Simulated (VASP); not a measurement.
# SiC (gw) (Imm2) in VASP: notebook

The runs below take SiC (gw) through single point, with PBEsol.

Program: VASP 6.6.1. These are calculated values, not measurements. Logs are shortened: lines on timing, memory, paths and dates and some standing lists are left out, and cuts for length are marked.

## 1. The cell of the first run

Symmetry: Imm2, No. 44, orthorhombic system. Conventional cell: a = 3.050 Å, b = 3.079 Å, c = 4.373 Å, α = 90.00°, β = 90.00°, γ = 90.00°. Si (site symmetry mm2) has 4 C at 1.88 to 1.89 Å within 2.5 Å. C (site symmetry mm2) has 4 Si at 1.88 to 1.89 Å within 2.5 Å.

## 2. Single point, PBEsol

The input, INCAR:

```
SYSTEM = SiC
PREC = Accurate
ENCUT = 600
EDIFF = 1E-6
ISMEAR = 0
SIGMA = 0.01
LREAL = .FALSE.
LASPH = .TRUE.
NELM = 120
ALGO = Normal
ISIF = 2
LWAVE = .FALSE.
LCHARG = .TRUE.
GGA = PS
LELF = .TRUE.
LVHAR = .TRUE.
NBANDS = 11
GGA_COMPAT = .FALSE.
```

The input, KPOINTS:

```
regular mesh
0
G
  6 6 6
  0 0 0
```

The input, POSCAR:

```
SiC
1.0
   -0.0102284112      2.1668742926      2.1865184792
    2.1668742926     -0.0102284112      2.1865184792
    2.1566458813      2.1566458813      0.0000000000
Si C
1 1
Direct
   -0.0004814927     -0.0004814927      0.0004814927
    0.2504814927      0.2504814927      0.2495185073
```

Potentials or basis: VASP PAW PBE potentials, release 64 (Si, C).

Launch:

```console
$ cat potpaw_PBE.64/Si/POTCAR potpaw_PBE.64/C/POTCAR > POTCAR
$ mpirun -np 1 vasp_std > vasp.out
```

OUTCAR:

```text
SYSTEM = SiC
   PREC = Accurate
   ENCUT = 600
   EDIFF = 1E-6
   ISMEAR = 0
   LREAL = .FALSE.
   LASPH = .TRUE.
   NELM = 120
   ISIF = 2
   GGA = PS

 ion  position               nearest neighbor table
   1  1.000  1.000  0.000-   2 1.88   2 1.88   2 1.89   2 1.89
   2  0.250  0.250  0.250-   1 1.88   1 1.88   1 1.89   1 1.89

  LATTYP: Found a body centered orthorhombic cell.
 ALAT       =     3.0499578546
 B/A-ratio  =     1.0094854805
 C/A-ratio  =     1.4338024218

  Lattice vectors:

 A1 = (   0.0102284112,  -2.1668742926,  -2.1865184792)
 A2 = (  -0.0102284113,   2.1668742925,  -2.1865184792)
 A3 = (   2.1668742926,  -0.0102284112,   2.1865184792)

Analysis of symmetry for initial positions (statically):
=====================================================================
 Subroutine PRICEL returns:
 Original cell was already a primitive cell.

 Routine SETGRP: Setting up the symmetry group for a
 body centered orthorhombic supercell.

 Subroutine GETGRP returns: Found  4 space group operations
 (whereof  4 operations were pure point group operations)
 out of a pool of  8 trial point group operations.

The static configuration has the point symmetry C_2v.

Analysis of symmetry for dynamics (positions and initial velocities):
=====================================================================
 Subroutine PRICEL returns:
 Original cell was already a primitive cell.

 Routine SETGRP: Setting up the symmetry group for a
 body centered orthorhombic supercell.

 Subroutine GETGRP returns: Found  4 space group operations
 (whereof  4 operations were pure point group operations)
 out of a pool of  8 trial point group operations.

The dynamic configuration has the point symmetry C_2v.

 Subroutine INISYM returns: Found  4 space group operations
 (whereof  4 operations are pure point group operations),
 and found     1 'primitive' translations

----------------------------------------------------------------------------------------

                                     Primitive cell

  volume of cell :      20.5325

  direct lattice vectors                    reciprocal lattice vectors
    -0.010228411  2.166874293  2.186518479    -0.229663028  0.229663028  0.228674034
     2.166874293 -0.010228411  2.186518479     0.229663028 -0.229663028  0.228674034
     2.156645881  2.156645881  0.000000000     0.231841493  0.231841493 -0.228674034

  length of vectors
     3.078361883  3.078361883  3.049957855     0.397217858  0.397217858  0.399740877

  position of ions in fractional coordinates (direct lattice)
     0.999518507  0.999518507  0.000481493
     0.250481493  0.250481493  0.249518507

  ion indices of the primitive-cell ions
   primitive index   ion index
                 1           1
                 2           2

----------------------------------------------------------------------------------------

 KPOINTS: regular mesh

Automatic generation of k-mesh.
 Grid dimensions read from file:
 generate k-points for:    6    6    6

 Generating k-lattice:

  Cartesian coordinates                     Fractional coordinates (reciprocal lattice)
    -0.038277171  0.038277171  0.038112339     0.166666667  0.000000000  0.000000000
     0.038277171 -0.038277171  0.038112339     0.000000000  0.166666667  0.000000000
     0.038640249  0.038640249 -0.038112339     0.000000000  0.000000000  0.166666667

  Length of vectors
     0.066202976  0.066202976  0.066623480

  Shift w.r.t. Gamma in fractional coordinates (k-lattice)
     0.000000000  0.000000000  0.000000000

 Subroutine IBZKPT returns following result:
 ===========================================

 Found     46 irreducible k-points:

 Following reciprocal coordinates:
            Coordinates               Weight
  0.000000  0.000000  0.000000      1.000000
  0.166667  0.000000  0.000000      4.000000
  0.333333  0.000000  0.000000      4.000000
  0.500000  0.000000  0.000000      2.000000
  0.166667  0.166667  0.000000      2.000000
  0.333333  0.166667  0.000000      4.000000
[... 16 lines left out ...]
 -0.166667  0.333333  0.166667      4.000000
  0.500000  0.500000  0.166667      4.000000
 [... further k-points ...]
   k-points           NKPTS =     46   k-points in BZ     NKDIM =     46   number of bands    NBANDS=     11
   number of dos      NEDOS =    301   number of ions     NIONS =      2
   total plane-waves  NPLWV =  18816
   dimension x,y,z NGX =    28 NGY =   28 NGZ =   24
   dimension x,y,z NGXF=    56 NGYF=   56 NGZF=   48
   ions per type =               1   1
   NGX,Y,Z   is equivalent  to a cutoff of  15.12, 15.12, 13.08 a.u.
   NGXF,Y,Z  is equivalent  to a cutoff of  30.24, 30.24, 26.16 a.u.
 SYSTEM =  SiC
   PREC   = accura    normal or accurate (medium, high low for compatibility)
   ISTART =      0    job   : 0-new  1-cont  2-samecut
   ICHARG =      2    charge: 1-file 2-atom 10-const
   ISPIN  =      1    spin polarized calculation?
   LNONCOLLINEAR =      F non collinear calculations
   LSORBIT =      F    spin-orbit coupling
   LASPH  =      T    aspherical Exc in radial PAW
   ENCUT  =  600.0 eV  44.10 Ry    6.64 a.u.   6.15  6.15  6.09*2*pi/ulx,y,z
   NELM   =    120;   NELMIN=  2; NELMDL= -5     # of ELM steps
   EDIFF  = 0.1E-05   stopping-criterion for ELM
   LREAL  =      F    real-space projection
   EDIFFG = 0.1E-04   stopping-criterion for IOM
   NSW    =      0    number of steps for IOM
   IBRION =     -1    ionic relax: 0-MD 1-quasi-New 2-CG
   NFREE  =      0    steps in history (QN), initial steepest desc. (CG)
   ISIF   =      2    stress and relaxation
   ISYM   =      2    0-nonsym 1-usesym 2-fastsym
   POTIM  = 0.5000    time-step for ionic-motion
   TEBEG  =    0.0;   TEEND  =   0.0 temperature during run
   PSTRESS=    0.0 pullay stress
   NELECT =       8.0000    total number of electrons
   NUPDOWN=      -1.0000    fix difference up-down
   EMIN   =  10.00;   EMAX   =-10.00  energy-range for DOS
   EFERMI =   0.00;   METHOD = LEGACY
   ISMEAR =     0;   SIGMA  =   0.01  broadening in eV -4-tet -1-fermi 0-gaus
   EFERMI_NEDOS =   21; number of points for ismear=-14 and -15
   IALGO  =     38    algorithm
   IMIX   =      4    mixing-type and parameters
     AMIX     =   0.40;   BMIX     =  1.00
     AMIX_MAG =   1.60;   BMIX_MAG =  1.00
  volume/ion in A,a.u.               =      10.27        69.28
  Fermi-wavevector in a.u.,A,eV,Ry     =   1.195706  2.259557 19.452435  1.429714
  Thomas-Fermi vector in A             =   2.331665
   LORBIT       =      0    0 simple, 1 ext, 2 COOP (PROOUT), +10 PAW based schemes
   GGA     = PS    functional components
   LHFCALC =     F    Hartree Fock is set to
   AEXX    =    0.0000 exact exchange contribution
   IVDW    =     0    specifies the selected vdW correction
   LEPSILON=     F    determine dielectric tensor
   LRPA    =     F    only Hartree local field effects (RPA)
 non-spin polarized calculation
 Gauss-broadening in eV      SIGMA  =   0.01
  energy-cutoff  :      600.00
  volume of cell :       20.53
 maximum number of plane-waves:       694
 NGX is ok and might be reduce to    28
   NGX = 13   NGY = 13   NGZ = 13

 number of electron       8.0000000 magnetization

 Free energy of the ion-electron system (eV)
  ---------------------------------------------------
  ext. energy  EPLUGINS =         0.00000000
  ---------------------------------------------------
  free energy    TOTEN  =       -15.90137259 eV

  energy without entropy =      -15.90137259  energy(sigma->0) =      -15.90137259

 E-fermi :   8.3033     XC(G=0): -11.5366

 val. band max:        8.2222677313   @ k =   0.0000   0.0000   0.0000
 cond. band min:       9.3438528105   @ k =   0.5000   0.0000   0.5000
 fundamental gap:      1.1215850792
 Fermi energy:         8.3032894644

 k-point     1 :       0.0000    0.0000    0.0000
  band No.  band energies     occupation
      1      -7.3378      2.00000
      2       8.1093      2.00000
      3       8.1231      2.00000
      4       8.2223      2.00000
      5      14.4041      0.00000
      6      15.3311      0.00000
      7      15.4781      0.00000
      8      15.5370      0.00000
      9      22.5030      0.00000
     10      22.7876      0.00000
     11      24.5262      0.00000

 k-point     2 :       0.1667    0.0000    0.0000
  band No.  band energies     occupation
      1      -6.7966      2.00000
      2       5.7153      2.00000
      3       7.7802      2.00000
      4       7.9013      2.00000
      5      14.5424      0.00000
      6      15.9214      0.00000
      7      16.0556      0.00000
      8      16.4536      0.00000
      9      20.9676      0.00000
     10      21.2071      0.00000
     11      23.6924      0.00000

 k-point     3 :       0.3333    0.0000    0.0000
  band No.  band energies     occupation
      1      -5.2614      2.00000
      2       1.8796      2.00000
      3       7.2607      2.00000
      4       7.4009      2.00000
      5      13.8900      0.00000
      6      15.6955      0.00000
      7      15.8829      0.00000
      8      18.0148      0.00000
      9      22.3370      0.00000
     10      22.4667      0.00000
     11      23.3089      0.00000

 k-point     4 :       0.5000    0.0000    0.0000
  band No.  band energies     occupation
      1      -3.7365      2.00000
      2      -0.5117      2.00000
      3       7.0499      2.00000
      4       7.1978      2.00000
      5      13.6406      0.00000
      6      15.2702      0.00000
      7      15.4666      0.00000
      8      18.1317      0.00000
      9      24.2387      0.00000
     10      25.3011      0.00000
     11      25.3835      0.00000

 k-point     5 :       0.1667    0.1667    0.0000
  band No.  band energies     occupation
      1      -6.6190      2.00000
      2       6.3181      2.00000
      3       6.9961      2.00000
      4       7.1307      2.00000
      5      13.6436      0.00000
      6      15.5263      0.00000
      7      17.1223      0.00000
      8      17.2583      0.00000
      9      18.7637      0.00000
     10      23.5935      0.00000
     11      26.8239      0.00000
[... 211 lines left out ...]
 k-point    21 :       0.5000    0.3333    0.1667
  band No.  band energies     occupation
      1      -3.9662      2.00000
      2       2.1654      2.00000
      3       4.0321      2.00000
      4       5.6553      2.00000
      5      12.9932      0.00000
      6      15.9508      0.00000
      7      16.7714      0.00000
      8      19.7541      0.00000
      9      21.4356      0.00000
     10      24.8865      0.00000
     11      28.7423      0.00000

 k-point    22 :      -0.3333    0.3333    0.1667
  band No.  band energies     occupation
      1      -2.6334      2.00000
      2       0.6856      2.00000
      3       3.3787      2.00000
      4       4.9973      2.00000
      5      13.2585      0.00000
      6      16.1729      0.00000
      7      18.4626      0.00000
      8      19.3499      0.00000
      9      21.0524      0.00000
     10      24.5602      0.00000
     11      29.2551      0.00000

 k-point    23 :      -0.1667    0.3333    0.1667
  band No.  band energies     occupation
      1      -3.9550      2.00000
      2       2.1576      2.00000
      3       3.9207      2.00000
      4       5.7502      2.00000
      5      13.0072      0.00000
      6      15.8420      0.00000
      7      16.9433      0.00000
      8      19.8348      0.00000
      9      21.4079      0.00000
     10      24.9265      0.00000
     11      28.6594      0.00000

 k-point    24 :       0.5000    0.5000    0.1667
  band No.  band energies     occupation
      1      -2.9711      2.00000
      2       1.2377      2.00000
      3       3.7846      2.00000
      4       5.3229      2.00000
      5      10.7617      0.00000
      6      14.4883      0.00000
      7      20.2396      0.00000
      8      20.3822      0.00000
      9      22.3132      0.00000
     10      26.2161      0.00000
     11      29.7636      0.00000

 [... further k-points ...]
[... 5 lines left out ...]
  --------------------------------------------------------------------------------------
  -------------------------------------------------------------------------------------
  Total        0.3337141      0.3337141      0.0346945      0.3023810      0.0000000      0.0000000
  in kB       26.0401989     26.0401989      2.7072599     23.5952301      0.0000000      0.0000000
  external PRESSURE =      18.2625526 kB  Pullay stress =       0.0000000 kB

 VOLUME and BASIS-vectors are now :
 -----------------------------------------------------------------------------
  energy-cutoff  :      600.00
  volume of cell :       20.53
      direct lattice vectors                 reciprocal lattice vectors
    -0.010228411  2.166874293  2.186518479    -0.229663028  0.229663028  0.228674034
     2.166874293 -0.010228411  2.186518479     0.229663028 -0.229663028  0.228674034
     2.156645881  2.156645881  0.000000000     0.231841493  0.231841493 -0.228674034

 POSITION                                       TOTAL-FORCE (eV/Angst)
 -----------------------------------------------------------------------------------
      2.15665      2.15665      4.37093        -0.000000     -0.000000     -0.001244
      1.07832      1.07832      1.09536         0.000000      0.000000      0.001244
 -----------------------------------------------------------------------------------
    total drift:                                0.000000      0.000000      0.000028

  FREE ENERGIE OF THE ION-ELECTRON SYSTEM (eV)
  ---------------------------------------------------
  free  energy   TOTEN  =       -15.9013725882 eV

  energy  without entropy=      -15.9013725882  energy(sigma->0) =      -15.90137259
```

Wall time 14 s (1 thread of Intel Xeon 8259CL, shared host); peak memory 0.15 GiB.

What came out:

* Free energy: -15.9014 eV
* Pressure: 1.8 GPa
* Band gap on the k mesh: 1.12 eV, indirect (least direct gap 4.35 eV)

Stress tensor (GPa, compression positive):
```
2.60 2.36 0.00
2.36 2.60 0.00
0.00 0.00 0.27
```

Caveat: the PAW data sets were made with another functional, which shifts forces and pressure a little.

## 3. Single point, PBEsol

The input, INCAR:

```
  ALGO = Normal
  EDIFF = 1E-6
  ENCUT = 600
  GGA = PS
  GGA_COMPAT = False
  ISIF = 2
  ISMEAR = 0
  LASPH = True
  LCHARG = False
  LREAL = False
  LWAVE = False
  NBANDS = 11
  NELM = 120
  PREC = Accurate
  SIGMA = 0.01
```

The input, KPOINTS:

```
k-points
0
Gamma
  6 6 6
```

POSCAR is that of step 2.

Potentials or basis: VASP PAW PBE potentials, release 64 (Si, C).

Launch:

```console
$ cat potpaw_PBE.64/Si/POTCAR potpaw_PBE.64/C/POTCAR > POTCAR
$ mpirun -np 1 vasp_std > vasp.out
```

Wall time 15 s (1 thread of Intel Xeon 8259CL, shared host); peak memory 0.15 GiB.

The run converged. Its results:

| Property | Result |
| --- | --- |
| Free energy | -15.9014 eV |
| Pressure | 1.8 GPa |
| Band gap on the k mesh | 1.12 eV, indirect (least direct gap 4.35 eV) |

Stress tensor (GPa, compression positive):
```
2.60 2.36 0.00
2.36 2.60 0.00
0.00 0.00 0.27
```

Levels at points of the mesh, in eV from the valence-band top:
| k point | band 1 | band 2 | band 3 | band 4 | band 5 | band 6 | band 7 | band 8 | band 9 |
| --- | --- | --- | --- | --- | --- | --- | --- | --- | --- |
| (0.00, 0.00, 0.00) | -15.56 | -0.11 | -0.10 | 0.00 | 6.18 | 7.11 | 7.26 | 7.31 | 14.28 |
| (0.50, 0.00, 0.00) | -11.96 | -8.73 | -1.17 | -1.02 | 5.42 | 7.05 | 7.24 | 9.91 | 16.02 |
| (0.50, 0.50, 0.00) | -10.50 | -8.01 | -3.32 | -3.15 | 1.20 | 4.26 | 13.99 | 14.00 | 14.62 |
| (0.00, 0.00, 0.50) | -11.89 | -8.70 | -1.20 | -1.12 | 5.30 | 7.02 | 7.08 | 9.86 | 16.02 |
| (0.50, 0.00, 0.50) | -10.43 | -7.89 | -3.34 | -3.32 | 1.12 | 4.10 | 13.81 | 14.08 | 14.78 |

Caveat: the PAW data sets were made with another functional, which shifts forces and pressure a little. A hybrid or GW would open this gap; PBEsol tends to underestimate it.
